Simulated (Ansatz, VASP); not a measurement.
**Two plane-wave programs on InP**

```xyz
2
Lattice="0.0000 2.5708 2.5708 2.5708 0.0000 2.5708 2.5708 2.5708 0.0000" Properties=species:S:1:pos:R:3 pbc="T T T"
In    0.0000    0.0000    0.0000
P     2.5708    2.5708    2.5708
```

Alike in both runs: task relaxation of cell and atoms; functional PBE; k mesh 13 × 13 × 13; occupations fermi-dirac, width 0.05 eV; no spin polarisation.

|  | VASP | Ansatz |
| --- | --- | --- |
| version | VASP 6.6.1 | Ansatz 0.2.0 |
| potentials or method | VASP PAW PBE potentials, release 64 (In_d, P) | PAW with Ansatz's default frozen-core files, scalar-relativistic |
| plane-wave cutoff (eV) | 600 | 420 |
| valence electrons in the cell | 18 | 18 |

Ansatz gave:

```
relaxed volume (Å³/atom)                                     : 21.25
relaxed cell length with the largest relative difference (Å) : 3.917
```

Question: Estimate VASP's values.

Answer: Relaxed volume (Å³/atom): 21.23; relaxed cell length with the largest relative difference (Å): 3.916.

Noted on VASP's run: the volume moved by over 15 % at a fixed basis, so the end points are rough.
